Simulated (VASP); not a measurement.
# HfB: single point with PBEsol

The system is HfB.

```xyz
2
Lattice="0.0000 2.3937 2.3937 2.4495 0.0000 2.3937 2.4495 2.3937 0.0000" Properties=species:S:1:pos:R:3 pbc="T T T"
Hf    2.4541    2.3937    2.3937
B    -0.0771    0.0000    0.0000
```

This cell differs from its parent crystal: atoms displaced along a vibrational mode, the cell strained.

```
Program                : VASP 6.6.1
Task                   : single point
Functional             : PBEsol
Potentials or basis    : VASP PAW PBE potentials, release 64 (Hf_pv, B)
Cutoff                 : 520 eV
k mesh                 : 16 × 16 × 16
Occupations            : gaussian, width 0.15 eV
Spin                   : no spin polarisation
Dipole correction      : no
Further INCAR settings : ALGO = Normal; EDIFF = 1e-07; NBANDS = 14
```

| Property | Result |
| --- | --- |
| Pressure | -3.2 GPa |
| Largest force | 0.546 eV/Å |
| Band gap on the k mesh | zero (an odd number of electrons rules out a gap without spin polarisation) |

Forces in eV/Å, atoms in the order of the input:
```
Hf  -0.546  0.000  0.000
B    0.546  0.000  0.000
```

Stress tensor (GPa, compression positive):
```
-7.36  0.00  0.00
 0.00 -1.09  0.00
 0.00  0.00 -1.09
```

Levels at points of the mesh, in eV from the Fermi level:
| k point | band 4 | band 5 | band 6 | band 7 | band 8 | band 9 | band 10 | band 11 |
| --- | --- | --- | --- | --- | --- | --- | --- | --- |
| (0.00, 0.00, 0.00) | -9.14 | 1.85 | 1.98 | 1.98 | 2.96 | 3.79 | 3.79 | 3.83 |
| (0.50, 0.00, 0.00) | -4.70 | -4.37 | -1.19 | -1.13 | 5.58 | 5.71 | 6.49 | 7.68 |
| (0.50, 0.50, 0.00) | -6.33 | -1.15 | -0.92 | 1.87 | 2.03 | 5.43 | 6.65 | 6.91 |
| (0.00, 0.50, 0.50) | -6.40 | -1.38 | -0.82 | 2.09 | 2.09 | 5.40 | 6.77 | 6.77 |

Run time: 60 s on 1 thread of Intel(R) Xeon(R) 6975P-C (Granite Rapids), with other jobs on the host, peak memory 0.27 GiB.

Caveat: the cell differs from its parent crystal (atoms displaced along a vibrational mode, the cell strained); the cell stands under tension; the PAW data sets were made with another functional, which shifts forces and pressure a little; spin-orbit coupling is left out, which moves the levels of the heavy elements.
